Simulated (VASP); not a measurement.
A run of VASP 6.6.1:

The input INCAR:

```
SYSTEM = Hf
ALGO     = Normal         ! electronic algorithm
EDIFF    = 1E-6           ! SCF threshold, eV
EDIFFG   = -0.01          ! ionic threshold
ENCUT    = 600            ! plane-wave cutoff, eV
GGA      = PE             ! functional
IBRION   = 2              ! ionic algorithm
ISIF     = 3              ! what is computed and relaxed
ISMEAR   = 0              ! smearing method
LASPH    = .True.         ! aspherical terms in the spheres
LCHARG   = .False.        ! write CHGCAR
LREAL    = .False.        ! projectors in reciprocal space
LWAVE    = .False.        ! write WAVECAR
NELM     = 60             ! most SCF steps
NSW      = 80             ! ionic steps
PREC     = Accurate       ! precision mode
SIGMA    = 0.1            ! smearing width, eV
```

Contents of KPOINTS:

```
k-points
0
Gamma
  9 9 6
  0 0 0
```

Contents of POSCAR:

```
Hf
1.0
    5.2432194672      0.0000000000      0.0000000000
   -2.6216097336      4.5407612562      0.0000000000
    0.0000000000      0.0000000000      8.6654840350
Hf
4
Direct
    0.3333333333      0.6666666667      0.0629309398
    0.6666666667      0.3333333333      0.5629309398
    0.3333333333      0.6666666667      0.4370690602
    0.6666666667      0.3333333333      0.9370690602
```

Potentials or basis: VASP PAW PBE potentials, release 64 (Hf_pv).

Run with:

```console
$ cat potpaw_PBE.64/Hf_pv/POTCAR > POTCAR
$ mpirun -np 1 vasp_std > vasp.out
```

Hardware: 1 thread of AMD EPYC 9R45 96-Core Processor (Zen 5), on a shared host.

Estimate the wall time of this run.

Wall time 62 min on 1 thread of AMD EPYC 9R45 96-Core Processor (Zen 5), on a shared host, peak memory 0.5 GiB. Counts: scf iterations 306, k points 48, ion steps 41.
